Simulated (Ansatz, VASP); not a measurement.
BaO in VASP and in Ansatz

```
CELL_PARAMETERS angstrom
0.00000 2.77750 2.75000
2.77750 0.00000 2.75000
2.77750 2.77750 0.00000
ATOMIC_POSITIONS crystal
Ba 0.00000 0.00000 0.00000
O 0.50000 0.50000 0.50000
```

Change from the starting cell: equal xx and yy strain of +1 %, crystal datasets.

Alike in both runs: task electric field gradients; functional PBE; k mesh 8 × 8 × 8; occupations fermi-dirac, width 0.02 eV; no spin polarisation.

|  | VASP | Ansatz |
| --- | --- | --- |
| version | VASP 6.6.1 | Ansatz 0.2.0 |
| potentials or method | VASP PAW PBE potentials, release 64 (Ba_sv, O), cutoff 520 eV | all-electron PAW with datasets made for the crystal, scalar-relativistic |

Ansatz gave:

- gap on the k mesh at the Fermi level (eV): 1.98
- pressure (GPa): 1.5
- traceless stress, the component that is largest in VASP (GPa): 0.53
- size of Vzz on the site where it differs most (V/Å²): 14.8

Problem. Estimate VASP's values.

Solution. gap on the k mesh at the Fermi level (eV): 1.91; pressure (GPa): 3.2; traceless stress, the component that is largest in VASP (GPa): 0.69; size of Vzz on the site where it differs most (V/Å²): 16.0.

Ansatz ran all-electron here, and VASP with PAW potentials.

Neither program's run includes spin-orbit coupling.
